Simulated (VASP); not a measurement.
Set up this calculation in VASP 6.6.1, as the native input.

```
Task                   : single point
Functional             : r2SCAN
Potentials or basis    : VASP PAW PBE potentials, release 64 (Al, Ni)
Cutoff                 : 520 eV
k mesh                 : 12 × 12 × 8
Occupations            : gaussian, width 0.1 eV
Spin                   : no spin polarisation
Dipole correction      : no
Further INCAR settings : ALGO = Normal; EDIFF = 1e-06; NBANDS = 22
```

Al3Ni2:

```
Al Ni
1.0
     4.12692    0.00000    0.00000
    -2.06346    3.57402    0.00000
     0.00000    0.00000    5.00737
Al Ni
3 2
Direct
  0.00000 0.00000 0.00000
  0.33333 0.66667 0.65047
  0.66667 0.33333 0.34953
  0.33333 0.66667 0.14481
  0.66667 0.33333 0.85519
```

This cell differs from its parent crystal: equal strain along all axes, cell held: +3.0 %, then relaxed in part.

These files were run (other wordings do the same):

POSCAR

```
Al3Ni2
1.0
    4.1269230087      0.0000000000      0.0000000000
   -2.0634615044      3.5740201650      0.0000000000
    0.0000000000      0.0000000000      5.0073728398
Al Ni
3 2
Direct
    0.0000000000      0.0000000000      0.0000000000
    0.3333333333      0.6666666667      0.6504737642
    0.6666666667      0.3333333333      0.3495262358
    0.3333333333      0.6666666667      0.1448080615
    0.6666666667      0.3333333333      0.8551919385
```

INCAR.step1

```
PREC = Accurate
ENCUT = 520
ISMEAR = 0
SIGMA = 0.1
LREAL = False
LASPH = True
NELM = 60
NBANDS = 22
GGA = PE
ALGO = Normal
EDIFF = 1E-4
LWAVE = True
LCHARG = False
```

INCAR.step2

```
PREC = Accurate
ENCUT = 520
EDIFF = 1E-6
ISMEAR = 0
SIGMA = 0.1
LREAL = False
LASPH = True
NELM = 60
ALGO = Normal
ISIF = 2
LWAVE = False
LCHARG = False
METAGGA = R2SCAN
LMIXTAU = True
NBANDS = 22
ISTART = 1
```

KPOINTS

```
regular mesh
0
Gamma
  12 12 8
```

Potentials or basis: VASP PAW PBE potentials, release 64 (Al, Ni).

The run is started by

```bash
$ cat potpaw_PBE.64/Al/POTCAR potpaw_PBE.64/Ni/POTCAR > POTCAR
$ cp INCAR.step1 INCAR
$ mpirun -np 1 vasp_std > vasp.out
$ cp INCAR.step2 INCAR
$ mpirun -np 1 vasp_std > vasp.out
```

It gave:

```yaml
Pressure: -10.8 GPa
Largest_force: 0.018 eV/Å
```

Caveat: the cell differs from its parent crystal (equal strain along all axes, cell held: +3.0 %, then relaxed in part); the PAW data sets were made with another functional, which shifts forces and pressure a little.

It took 5.9 min on 1 thread of Intel(R) Xeon(R) Platinum 8559C (Emerald Rapids) (shared host), peak memory 0.33 GiB.
